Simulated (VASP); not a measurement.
Runs of VASP 6.6.1 on W. The structure is that of space group Im-3m (No. 229), or close to it. The cells are those of the table. 

| cell | further INCAR settings | gap on the mesh (eV) | pressure (GPa) |
| --- | --- | --- | --- |
| a = 2.641 Å, angles 108.8°, 1 atom | ALGO = Fast; EDIFF = 1e-07; NBANDS = 13 | none | 25.8 |
| a = 2.656 Å, angles 110.1°, 1 atom | ALGO = Fast; EDIFF = 1e-06; NBANDS = 13 | none | (b) |
| a = 2.705 Å, angles 110.7°, 1 atom | ALGO = Fast; EDIFF = 1e-06; NBANDS = 13 | none | (a) |
| a = 2.732 Å, angles 110.7°, 1 atom | ALGO = Fast; EDIFF = 1e-06; NBANDS = 13 | none | 14.9 |
| a = 2.668 Å, angles 108.8°, 1 atom | ALGO = Fast; EDIFF = 1e-07; NBANDS = 13 | none | 13.2 |

Alike in all rows: task single point; level LDA; potentials or basis VASP PAW LDA potentials, release 64 (W_sv); no spin polarisation; k mesh 20 × 20 × 20; cutoff (eV) 520; smearing gaussian 0.15 eV.

Question: Fill in the values left out.

Answer: (a) 27.8; (b) 40.2.

Caveats: the cell stands under pressure; spin-orbit coupling is left out, which moves the levels of the heavy elements.

A k mesh can miss the band edges, and the runs leave out spin-orbit coupling on W.

A gap of «none» marks levels without a gap at the run's occupations.
